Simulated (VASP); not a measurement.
# TiO2: single point with PBE

The system is TiO2.

```
Ti O
1.0
    -1.89879    1.89879    4.77280
     1.89879   -1.89879    4.77280
     1.89879    1.89879   -4.77280
Ti O
2 4
Direct
  0.00000 0.00000 0.00000
  0.75000 0.25000 0.50000
  0.20660 0.20660 0.00000
  0.95660 0.45660 0.50000
  0.54340 0.04340 0.50000
  0.79340 0.79340 0.00000
```

This cell differs from its parent crystal: volume scaled by 1.01.

* Program: VASP 6.6.1
* Task: single point
* Functional: PBE
* Potentials or basis: VASP PAW PBE potentials, release 64 (Ti_sv, O)
* Cutoff: 520 eV
* k mesh: 13 × 13 × 13
* Occupations: fermi-dirac, width 0.08 eV
* Spin: no spin polarisation
* Dipole correction: no
* Further INCAR settings: ALGO = Normal; EDIFF = 1e-06; NBANDS = 33

```yaml
Pressure: 4.4 GPa
Largest_force: 0.294 eV/Å
Band_gap_on_the_k_mesh: 2.13 eV, indirect (least direct gap 2.42 eV)
```

Forces in eV/Å, atoms in the order of the input:
```
Ti   0.000  0.000  0.000
Ti   0.000  0.000  0.000
O    0.000  0.000  0.294
O    0.000  0.000  0.294
O    0.000  0.000 -0.294
O    0.000  0.000 -0.294
```

Stress tensor (GPa, compression positive):
```
3.10 0.00 0.00
0.00 3.10 0.00
0.00 0.00 6.99
```

Levels at points of the mesh, in eV from the valence-band top:
```
           k point  band 20  band 21  band 22  band 23  band 24  band 25  band 26  band 27  band 28  band 29
(0.00, 0.00, 0.00)    -0.73    -0.71    -0.71    -0.42    -0.42     2.13     2.86     4.05     4.05     4.05
```

It took 7.6 min on 1 thread of Intel(R) Xeon(R) 6975P-C (Granite Rapids), on a shared host, peak memory 0.49 GiB.

 A k mesh can miss the band edges.
